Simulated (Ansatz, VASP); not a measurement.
**One calculation of ZnS, two programs**

```xyz
4
Lattice="3.8110 0.0000 0.0000 -1.9055 3.3004 0.0000 0.0000 0.0000 6.2340" Properties=species:S:1:pos:R:3 pbc="T T T"
Zn   -0.0153    2.1769    0.0257
Zn    1.9054    1.1077    3.1274
S    -0.0147    2.2590    2.3367
S     1.9515    1.0738    5.5069
```

Alike in both runs: task single point; functional r2SCAN; k mesh 2 × 2 × 1; occupations gaussian, width 0.1 eV; no spin polarisation.

|  | VASP | Ansatz |
| --- | --- | --- |
| version | VASP 6.6.1 | Ansatz 0.2.0 |
| potentials or method | VASP PAW PBE potentials, release 64 (Zn, S), cutoff 550 eV | plane waves, PAW |
| valence electrons in the cell | 36 | 36 |

VASP gave:

* gap on the k mesh at the Fermi level (eV): 2.73
* rms of the force components (eV/Å): 0.282

Task: Estimate Ansatz's values.

Result: gap on the k mesh at the Fermi level (eV): 2.72; rms of the force components (eV/Å): 0.280.

VASP's potentials were made for PBE, not for r2SCAN. Atom by atom the forces differ by 0.005 eV/Å (rms over components).

The k mesh is coarse, so the values compare programs but aren't converged.
